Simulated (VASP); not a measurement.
Input of a VASP 6.6.1 run:

File POSCAR:

```
Be16Se13S3
1.0
   10.1486960000      0.0000000000      0.0000000000
    0.0000000000     10.1486960000      0.0000000000
    0.0000000000      0.0000000000     10.1486960000
Be Se S
32 26 6
Direct
    0.0049650000      0.9949740000      0.9952190000
    0.0044130000      0.9941270000      0.4944160000
    0.0049470000      0.5044690000      0.0057480000
    0.0002280000      0.5004430000      0.4996920000
    0.4977680000      0.0088670000      0.0007440000
    0.4983430000      0.0001780000      0.4999270000
    0.4934470000      0.4946810000      0.0047550000
    0.4980100000      0.4990730000      0.4990050000
    0.2591810000      0.2490400000      0.0007470000
    0.2498140000      0.2493030000      0.4992910000
    0.2404080000      0.7502650000      0.0002070000
    0.2445910000      0.7545740000      0.4948660000
    0.7450290000      0.2445660000      0.0048510000
    0.7486760000      0.2489010000      0.4996480000
    0.7492590000      0.7500230000      0.0006050000
    0.7509320000      0.7504510000      0.4991890000
    0.2445540000      0.9945780000      0.2543060000
    0.2501750000      0.9998100000      0.7614310000
    0.2500260000      0.4993210000      0.2388090000
    0.2492690000      0.5002860000      0.7497760000
    0.7444930000      0.0048200000      0.2433200000
    0.7500450000      0.9995450000      0.7494910000
    0.7500510000      0.5000030000      0.2499880000
    0.7493790000      0.4990770000      0.7521770000
    0.0000930000      0.2488960000      0.2484720000
    0.9997420000      0.2493850000      0.7513260000
    0.0092250000      0.7496900000      0.2494270000
    0.0053370000      0.7554880000      0.7552430000
    0.4977920000      0.2496090000      0.2399350000
    0.4935620000      0.2438060000      0.7556650000
    0.4982500000      0.7503960000      0.2484610000
    0.4978660000      0.7499060000      0.7513260000
    0.1274280000      0.1235200000      0.1238990000
    0.1261910000      0.1222450000      0.6268330000
    0.1250160000      0.6278280000      0.6253480000
    0.6230580000      0.1248650000      0.6267460000
    0.6232020000      0.6237410000      0.1250000000
    0.6245310000      0.6251170000      0.6254500000
    0.3744410000      0.3734450000      0.6267190000
    0.3718500000      0.8763380000      0.1239150000
    0.3718480000      0.8763580000      0.6269090000
    0.8750460000      0.3749640000      0.1249320000
    0.8749710000      0.3748590000      0.6254770000
    0.8775510000      0.8751390000      0.1250540000
    0.8778150000      0.8751040000      0.6253200000
    0.3742870000      0.1248290000      0.3722760000
    0.3718400000      0.6251070000      0.3722140000
    0.3718460000      0.6251070000      0.8782420000
    0.8749020000      0.1234210000      0.3733930000
    0.8750240000      0.1235210000      0.8769860000
    0.8777370000      0.6264900000      0.3735090000
    0.8778170000      0.6264430000      0.8770400000
    0.1263440000      0.3761700000      0.3720720000
    0.1274450000      0.3748450000      0.8783670000
    0.6230240000      0.3734880000      0.3723390000
    0.6217840000      0.3721480000      0.8781740000
    0.6245330000      0.8766020000      0.3733460000
    0.6230940000      0.8777090000      0.8770580000
    0.1265690000      0.6266260000      0.1250520000
    0.6214670000      0.1265330000      0.1237220000
    0.3744100000      0.3735940000      0.1237050000
    0.3744590000      0.1250220000      0.8789340000
    0.1249740000      0.8737210000      0.3735800000
    0.1267060000      0.8753110000      0.8772670000
```

File INCAR.step1:

```
SYSTEM = Be16Se13S3
PREC = Accurate ; ENCUT = 520
EDIFF = 1E-5 ; ISMEAR = -1
SIGMA = 0.05 ; LREAL = Auto
LASPH = .True. ; NELM = 80
ALGO = Normal ; ISIF = 2
LWAVE = .True. ; LCHARG = .False.
NBANDS = 166 ; GGA = PE
```

The input INCAR.step2:

```
SYSTEM = Be16Se13S3
PREC = Accurate ; ENCUT = 520
EDIFF = 1E-7 ; ISMEAR = -1
SIGMA = 0.05 ; LREAL = Auto
LASPH = .True. ; NELM = 80
ALGO = Normal ; ISIF = 2
LWAVE = .False. ; LCHARG = .False.
GGA = PE ; LHFCALC = .True.
HFSCREEN = 0.2079 ; PRECFOCK = Fast
NBANDS = 166 ; ISTART = 1
```

File KPOINTS:

```
Automatic mesh
0
Gamma
  1 1 1
  0 0 0
```

Potentials or basis: VASP PAW PBE potentials, release 64 (Be, Se, S).

Launch:

```sh
$ cat potpaw_PBE.64/Be/POTCAR potpaw_PBE.64/Se/POTCAR potpaw_PBE.64/S/POTCAR > POTCAR
$ cp INCAR.step1 INCAR
$ mpirun -np 1 vasp_gam > vasp.out
$ cp INCAR.step2 INCAR
$ mpirun -np 1 vasp_gam > vasp.out
```

(1) What does it give for the largest force?

(2) What does it give for the band gap on the k mesh?

Answers

(1) 0.083 eV/Å.

(2) 3.45 eV.

Caveat: the k points lie up to 0.62 Å⁻¹ apart; the PAW data sets were made with another functional, which shifts forces and pressure a little.
